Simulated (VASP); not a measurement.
# KTaO3 (P4/mmm) in VASP: notebook

The runs below take KTaO3 through single point, with PBEsol.

All numbers are computed with VASP 6.6.1; they aren't measurements. Logs are shortened: lines on timing, memory, paths and dates and some standing lists are left out, and cuts for length are marked.

## Step 1: The cell of the first run

Symmetry: P4/mmm, No. 123, tetragonal system. Conventional cell: a = 3.926 Å, b = 3.926 Å, c = 4.021 Å, α = 90.00°, β = 90.00°, γ = 90.00°. K (site symmetry 4/mmm) has 12 O at 2.78 to 2.81 Å and 8 Ta at 3.43 Å within 3.7 Å. Within 2.6 Å of Ta (site symmetry 4/mmm) lie 6 O at 1.96 to 2.01 Å. O (site symmetry mmm) has 2 Ta at 1.96 Å within 2.6 Å. Within 2.7 Å of O (site symmetry 4/mmm) lie 2 Ta at 2.01 Å.

## Step 2: Single point, PBEsol (biaxial strain in the a-b plane: -1.5 %)

Contents of INCAR:

```
PREC     = Accurate       # precision mode
ENCUT    = 520            # plane-wave cutoff, eV
EDIFF    = 1E-6           # SCF threshold, eV
ISMEAR   = 0              # smearing method
SIGMA    = 0.02           # smearing width, eV
LREAL    = False          # projectors in reciprocal space
LASPH    = True           # aspherical terms in the spheres
NELM     = 60             # most SCF steps
ALGO     = Normal         # electronic algorithm
ISIF     = 2              # what is computed and relaxed
LWAVE    = False          # write WAVECAR
LCHARG   = False          # write CHGCAR
GGA      = PS             # functional
NBANDS   = 27             # bands
```

Contents of KPOINTS:

```
Automatic mesh
0
Gamma
  8 8 8
```

Contents of POSCAR:

```
KTaO3
1.0
    3.9258277923      0.0000000000      0.0000000000
    0.0000000000      3.9258277923      0.0000000000
    0.0000000000      0.0000000000      4.0214824796
K Ta O
1 1 3
Direct
    0.5000000000      0.5000000000      0.5000000000
    0.0000000000      0.0000000000      0.0000000000
    0.0000000000      0.5000000000      0.0000000000
    0.0000000000      0.0000000000      0.5000000000
    0.5000000000      0.0000000000      0.0000000000
```

Potentials or basis: VASP PAW PBE potentials, release 64 (K_sv, Ta_pv, O).

Run with:

```
$ cat potpaw_PBE.64/K_sv/POTCAR potpaw_PBE.64/Ta_pv/POTCAR potpaw_PBE.64/O/POTCAR > POTCAR
$ mpirun -np 1 vasp_std > vasp.out
```

OUTCAR:

```text
PREC = Accurate
   ENCUT = 520
   EDIFF = 1E-6
   ISMEAR = 0
   LREAL = False
   LASPH = True
   NELM = 60
   ISIF = 2
   GGA = PS

 ion  position               nearest neighbor table
   1  0.500  0.500  0.500-   4 2.78   4 2.78   4 2.78   4 2.78   5 2.81   3 2.81   5 2.81   5 2.81
                             3 2.81   5 2.81   3 2.81   3 2.81   2 3.43   2 3.43   2 3.43   2 3.43
   2  0.000  0.000  0.000-   3 1.96   5 1.96   3 1.96   5 1.96   4 2.01   4 2.01   1 3.43   1 3.43
                             1 3.43   1 3.43   1 3.43   1 3.43   1 3.43   1 3.43
   3  0.000  0.500  0.000-   2 1.96   2 1.96   1 2.81   1 2.81   1 2.81   1 2.81
   4  0.000  0.000  0.500-   2 2.01   2 2.01   1 2.78   1 2.78   1 2.78   1 2.78
   5  0.500  0.000  0.000-   2 1.96   2 1.96   1 2.81   1 2.81   1 2.81   1 2.81

  LATTYP: Found a simple tetragonal cell.
 ALAT       =     3.9258277923
 C/A-ratio  =     1.0243654822

  Lattice vectors:

 A1 = (   3.9258277923,   0.0000000000,   0.0000000000)
 A2 = (   0.0000000000,   3.9258277923,   0.0000000000)
 A3 = (   0.0000000000,   0.0000000000,   4.0214824796)

Analysis of symmetry for initial positions (statically):
=====================================================================
 Subroutine PRICEL returns:
 Original cell was already a primitive cell.

 Routine SETGRP: Setting up the symmetry group for a
 simple tetragonal supercell.

 Subroutine GETGRP returns: Found 16 space group operations
 (whereof 16 operations were pure point group operations)
 out of a pool of 16 trial point group operations.

The static configuration has the point symmetry D_4h.

Analysis of symmetry for dynamics (positions and initial velocities):
=====================================================================
 Subroutine PRICEL returns:
 Original cell was already a primitive cell.

 Routine SETGRP: Setting up the symmetry group for a
 simple tetragonal supercell.

 Subroutine GETGRP returns: Found 16 space group operations
 (whereof 16 operations were pure point group operations)
 out of a pool of 16 trial point group operations.

The dynamic configuration has the point symmetry D_4h.

 Subroutine INISYM returns: Found 16 space group operations
 (whereof 16 operations are pure point group operations),
 and found     1 'primitive' translations

----------------------------------------------------------------------------------------

                                     Primitive cell

  volume of cell :      61.9796

  direct lattice vectors                    reciprocal lattice vectors
     3.925827792  0.000000000  0.000000000     0.254723348  0.000000000  0.000000000
     0.000000000  3.925827792  0.000000000     0.000000000  0.254723348  0.000000000
     0.000000000  0.000000000  4.021482480     0.000000000  0.000000000  0.248664517

  length of vectors
     3.925827792  3.925827792  4.021482480     0.254723348  0.254723348  0.248664517

  position of ions in fractional coordinates (direct lattice)
     0.500000000  0.500000000  0.500000000
     0.000000000  0.000000000  0.000000000
     0.000000000  0.500000000  0.000000000
     0.000000000  0.000000000  0.500000000
     0.500000000  0.000000000  0.000000000

  ion indices of the primitive-cell ions
   primitive index   ion index
                 1           1
                 2           2
                 3           3
                 4           4
                 5           5

----------------------------------------------------------------------------------------

 KPOINTS: Automatic mesh

Automatic generation of k-mesh.
 Grid dimensions read from file:
 generate k-points for:    8    8    8

 Generating k-lattice:

  Cartesian coordinates                     Fractional coordinates (reciprocal lattice)
     0.031840419  0.000000000  0.000000000     0.125000000  0.000000000  0.000000000
     0.000000000  0.031840419  0.000000000     0.000000000  0.125000000  0.000000000
     0.000000000  0.000000000  0.031083065     0.000000000  0.000000000  0.125000000

  Length of vectors
     0.031840419  0.031840419  0.031083065

  Shift w.r.t. Gamma in fractional coordinates (k-lattice)
     0.000000000  0.000000000  0.000000000

 Subroutine IBZKPT returns following result:
 ===========================================

 Found     75 irreducible k-points:

 Following reciprocal coordinates:
            Coordinates               Weight
  0.000000  0.000000  0.000000      1.000000
  0.125000  0.000000  0.000000      4.000000
  0.250000  0.000000  0.000000      4.000000
  0.375000  0.000000  0.000000      4.000000
  0.500000  0.000000  0.000000      2.000000
  0.125000  0.125000  0.000000      4.000000
[... 16 lines left out ...]
  0.375000  0.125000  0.125000     16.000000
  0.500000  0.125000  0.125000      8.000000
 [... further k-points ...]
   k-points           NKPTS =     75   k-points in BZ     NKDIM =     75   number of bands    NBANDS=     27
   number of dos      NEDOS =    301   number of ions     NIONS =      5
   total plane-waves  NPLWV =  27000
   dimension x,y,z NGX =    30 NGY =   30 NGZ =   30
   dimension x,y,z NGXF=    60 NGYF=   60 NGZF=   60
   ions per type =               1   1   3
   NGX,Y,Z   is equivalent  to a cutoff of  12.70, 12.70, 12.40 a.u.
   NGXF,Y,Z  is equivalent  to a cutoff of  25.41, 25.41, 24.80 a.u.
 SYSTEM =  unknown system
   PREC   = accura    normal or accurate (medium, high low for compatibility)
   ISTART =      0    job   : 0-new  1-cont  2-samecut
   ICHARG =      2    charge: 1-file 2-atom 10-const
   ISPIN  =      1    spin polarized calculation?
   LNONCOLLINEAR =      F non collinear calculations
   LSORBIT =      F    spin-orbit coupling
   LASPH  =      T    aspherical Exc in radial PAW
   ENCUT  =  520.0 eV  38.22 Ry    6.18 a.u.   7.30  7.30  7.48*2*pi/ulx,y,z
   NELM   =     60;   NELMIN=  2; NELMDL= -5     # of ELM steps
   EDIFF  = 0.1E-05   stopping-criterion for ELM
   LREAL  =      F    real-space projection
   EDIFFG = 0.1E-04   stopping-criterion for IOM
   NSW    =      0    number of steps for IOM
   IBRION =     -1    ionic relax: 0-MD 1-quasi-New 2-CG
   NFREE  =      0    steps in history (QN), initial steepest desc. (CG)
   ISIF   =      2    stress and relaxation
   ISYM   =      2    0-nonsym 1-usesym 2-fastsym
   POTIM  = 0.5000    time-step for ionic-motion
   TEBEG  =    0.0;   TEEND  =   0.0 temperature during run
   PSTRESS=    0.0 pullay stress
   NELECT =      38.0000    total number of electrons
   NUPDOWN=      -1.0000    fix difference up-down
   EMIN   =  10.00;   EMAX   =-10.00  energy-range for DOS
   EFERMI =   0.00;   METHOD = LEGACY
   ISMEAR =     0;   SIGMA  =   0.02  broadening in eV -4-tet -1-fermi 0-gaus
   EFERMI_NEDOS =   21; number of points for ismear=-14 and -15
   IALGO  =     38    algorithm
   IMIX   =      4    mixing-type and parameters
     AMIX     =   0.40;   BMIX     =  1.00
     AMIX_MAG =   1.60;   BMIX_MAG =  1.00
  volume/ion in A,a.u.               =      12.40        83.65
  Fermi-wavevector in a.u.,A,eV,Ry     =   1.390763  2.628161 26.316686  1.934222
  Thomas-Fermi vector in A             =   2.514667
   LORBIT       =      0    0 simple, 1 ext, 2 COOP (PROOUT), +10 PAW based schemes
   GGA     = PS    functional components
   LHFCALC =     F    Hartree Fock is set to
   AEXX    =    0.0000 exact exchange contribution
   IVDW    =     0    specifies the selected vdW correction
   LEPSILON=     F    determine dielectric tensor
   LRPA    =     F    only Hartree local field effects (RPA)
 non-spin polarized calculation
 Gauss-broadening in eV      SIGMA  =   0.02
  energy-cutoff  :      520.00
  volume of cell :       61.98
 maximum number of plane-waves:      1689
 NGX is ok and might be reduce to    30
   NGX = 15   NGY = 15   NGZ = 15

 number of electron      37.9999991 magnetization

 Free energy of the ion-electron system (eV)
  ---------------------------------------------------
  ext. energy  EPLUGINS =         0.00000000
  ---------------------------------------------------
  free energy    TOTEN  =       -42.86381631 eV

  energy without entropy =      -42.86381631  energy(sigma->0) =      -42.86381631

 E-fermi :   1.9626     XC(G=0): -11.2626

 val. band max:        1.8357311466   @ k =   0.5000   0.5000   0.5000
 cond. band min:       3.9437340312   @ k =   0.0000   0.0000   0.0000
 fundamental gap:      2.1080028846
 Fermi energy:         1.9625966456

 k-point     1 :       0.0000    0.0000    0.0000
  band No.  band energies     occupation
      1     -32.1529      2.00000
      2     -32.1529      2.00000
      3     -32.1089      2.00000
      4     -25.2754      2.00000
      5     -15.7837      2.00000
      6     -15.1327      2.00000
[... 19 lines left out ...]
     26       9.6683      0.00000
     27       9.8012      0.00000

 k-point     2 :       0.1250    0.0000    0.0000
  band No.  band energies     occupation
      1     -32.1698      2.00000
      2     -32.1523      2.00000
      3     -32.1082      2.00000
      4     -25.2702      2.00000
      5     -15.7186      2.00000
      6     -15.0573      2.00000
[... 19 lines left out ...]
     26       9.9393      0.00000
     27      10.0484      0.00000

 k-point     3 :       0.2500    0.0000    0.0000
  band No.  band energies     occupation
      1     -32.2101      2.00000
      2     -32.1507      2.00000
      3     -32.1066      2.00000
      4     -25.2576      2.00000
      5     -15.6420      2.00000
      6     -14.9143      2.00000
[... 594 lines left out ...]
      1     -32.2484      2.00000
      2     -32.1653      2.00000
      3     -32.1165      2.00000
      4     -25.2397      2.00000
      5     -15.4334      2.00000
      6     -14.7721      2.00000
[... 19 lines left out ...]
     26      11.4041      0.00000
     27      12.5550      0.00000

 k-point    24 :       0.5000    0.1250    0.1250
  band No.  band energies     occupation
      1     -32.2647      2.00000
      2     -32.1646      2.00000
      3     -32.1158      2.00000
      4     -25.2352      2.00000
      5     -15.4318      2.00000
      6     -14.7664      2.00000
[... 19 lines left out ...]
     26      11.6434      0.00000
     27      12.5757      0.00000

 [... further k-points ...]

------------------------ aborting loop because EDIFF is reached ----------------------------------------

  FORCE on cell =-STRESS in cart. coord.  units (eV):
  Direction    XX          YY          ZZ          XY          YZ          ZX
  --------------------------------------------------------------------------------------
  -------------------------------------------------------------------------------------
  Total        3.4013027      3.4013027     -0.3623321      0.0000000      0.0000000      0.0000000
  in kB       87.9239504     87.9239504     -9.3663143      0.0000000      0.0000000      0.0000000
  external PRESSURE =      55.4938622 kB  Pullay stress =       0.0000000 kB

 VOLUME and BASIS-vectors are now :
 -----------------------------------------------------------------------------
  energy-cutoff  :      520.00
  volume of cell :       61.98
      direct lattice vectors                 reciprocal lattice vectors
     3.925827792  0.000000000  0.000000000     0.254723348  0.000000000  0.000000000
     0.000000000  3.925827792  0.000000000     0.000000000  0.254723348  0.000000000
     0.000000000  0.000000000  4.021482480     0.000000000  0.000000000  0.248664517

 POSITION                                       TOTAL-FORCE (eV/Angst)
 -----------------------------------------------------------------------------------
      1.96291      1.96291      2.01074         0.000000      0.000000      0.000000
      0.00000      0.00000      0.00000         0.000000      0.000000      0.000000
      0.00000      1.96291      0.00000         0.000000      0.000000      0.000000
      0.00000      0.00000      2.01074         0.000000      0.000000      0.000000
      1.96291      0.00000      0.00000         0.000000      0.000000      0.000000
 -----------------------------------------------------------------------------------
    total drift:                                0.000000     -0.000000      0.000000

  FREE ENERGIE OF THE ION-ELECTRON SYSTEM (eV)
  ---------------------------------------------------
  free  energy   TOTEN  =       -42.8638163096 eV

  energy  without entropy=      -42.8638163096  energy(sigma->0) =      -42.86381631
```

Run time: 2.8 min. Hardware: 1 thread of Intel Xeon 8259CL, shared host; peak memory 0.26 GiB.

What came out:

```yaml
Free_energy: -42.8638 eV
Pressure: 5.5 GPa
Band_gap_on_the_k_mesh: 2.11 eV, indirect (least direct gap 2.71 eV)
```

Caveat: the cell differs from its parent crystal (biaxial strain in the a-b plane: -1.5 %); the PAW data sets were made with another functional, which shifts forces and pressure a little; spin-orbit coupling is left out, which moves the levels of the heavy elements. A k mesh can miss the band edges.

## Step 3: Single point, PBEsol (biaxial strain in the a-b plane: +1.5 %)

Contents of INCAR:

```
SYSTEM = KTaO3
PREC = Accurate
ENCUT = 520
EDIFF = 1E-6
ISMEAR = 0
SIGMA = 0.02
LREAL = .False.
LASPH = .True.
NELM = 80
ALGO = Normal
ISIF = 2
LWAVE = .False.
LCHARG = .False.
GGA = PS
NBANDS = 27
```

Contents of KPOINTS:

```
regular mesh
0
Gamma
  8 8 8
  0 0 0
```

POSCAR: that of step 2 with these lines changed.

```diff
@@ -2,5 +2,5 @@
 1.0
-    3.9258277923      0.0000000000      0.0000000000
-    0.0000000000      3.9258277923      0.0000000000
-    0.0000000000      0.0000000000      4.0214824796
+    4.0453961514      0.0000000000      0.0000000000
+    0.0000000000      4.0453961514      0.0000000000
+    0.0000000000      0.0000000000      3.9497414641
 K Ta O
```

Potentials or basis: VASP PAW PBE potentials, release 64 (K_sv, Ta_pv, O).

Run with:

```
$ cat potpaw_PBE.64/K_sv/POTCAR potpaw_PBE.64/Ta_pv/POTCAR potpaw_PBE.64/O/POTCAR > POTCAR
$ mpirun -np 1 vasp_std > vasp.out
```

It took 2.7 min on 1 thread of Intel Xeon 8259CL, shared host; peak memory 0.26 GiB.

Results (log left out):

* Free energy: -42.8831 eV
* Pressure: -3.2 GPa
* Band gap on the k mesh: 2.00 eV, indirect (least direct gap 2.63 eV)

Stress tensor (GPa, compression positive):
```
-6.07  0.00  0.00
 0.00 -6.07  0.00
 0.00  0.00  2.63
```

Levels at points of the mesh, in eV from the valence-band top:
```tsv
k point	band 17	band 18	band 19	band 20	band 21	band 22
(0.00, 0.00, 0.00)	-0.65	-0.65	-0.63	2.00	2.04	2.04
(0.50, 0.00, 0.00)	-1.53	-0.92	-0.85	2.18	4.74	4.74
(0.50, 0.50, 0.00)	-1.62	-1.62	-0.05	4.77	4.77	5.99
(0.00, 0.00, 0.50)	-1.48	-0.85	-0.85	2.18	5.05	5.05
(0.50, 0.00, 0.50)	-1.38	-1.36	-0.07	4.78	5.08	6.22
(0.50, 0.50, 0.50)	-0.03	-0.03	0.00	6.13	6.34	6.34
```

Caveat: the cell differs from its parent crystal (biaxial strain in the a-b plane: +1.5 %); the PAW data sets were made with another functional, which shifts forces and pressure a little; spin-orbit coupling is left out, which moves the levels of the heavy elements. A k mesh can miss the band edges.
